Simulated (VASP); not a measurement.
Here is a VASP 6.6.1 calculation.

The input INCAR:

```
  PREC = Accurate
  ENCUT = 600
  EDIFF = 1E-6
  ISMEAR = -1
  SIGMA = 0.1
  LREAL = False
  LASPH = True
  NELM = 100
  ALGO = Normal
  ISIF = 3
  LWAVE = False
  LCHARG = False
  GGA = PE
  IBRION = 2
  NSW = 60
  EDIFFG = -0.005
  PSTRESS = 320.0
```

KPOINTS

```
Automatic mesh
0
Gamma
  16 16 16
```

POSCAR

```
Sc
1.0
   -2.5158398237      2.5158398237      1.3837119031
    2.5158398237     -2.5158398237      1.3837119031
    2.5158398237      2.5158398237     -1.3837119031
Sc
2
Direct
   -0.3750000000     -0.1250000000     -0.2500000000
    0.3750000000      0.1250000000      0.2500000000
```

Potentials or basis: VASP PAW PBE potentials, release 64 (Sc_sv).

Run with:

```console
$ cat potpaw_PBE.64/Sc_sv/POTCAR > POTCAR
$ mpirun -np 1 vasp_std > vasp.out
```

(1) Predict the relaxed volume.

(2) Estimate the relaxed cell.

(3) Predict the space group after relaxing (to 0.1 Å).

(4) What does it give for the band gap on the k mesh?

Answers

(1) 16.69 Å³/atom.

(2) a = 3.711 Å, b = 3.711 Å, c = 3.711 Å, α = 98.42°, β = 98.42°, γ = 135.00°.

(3) I4_1/amd (No. 141).

(4) zero (bands 11 and 12 overlap by 2.01 eV).

Caveat: the cell is relaxed towards a set pressure, so the run minimises the enthalpy, not the energy.
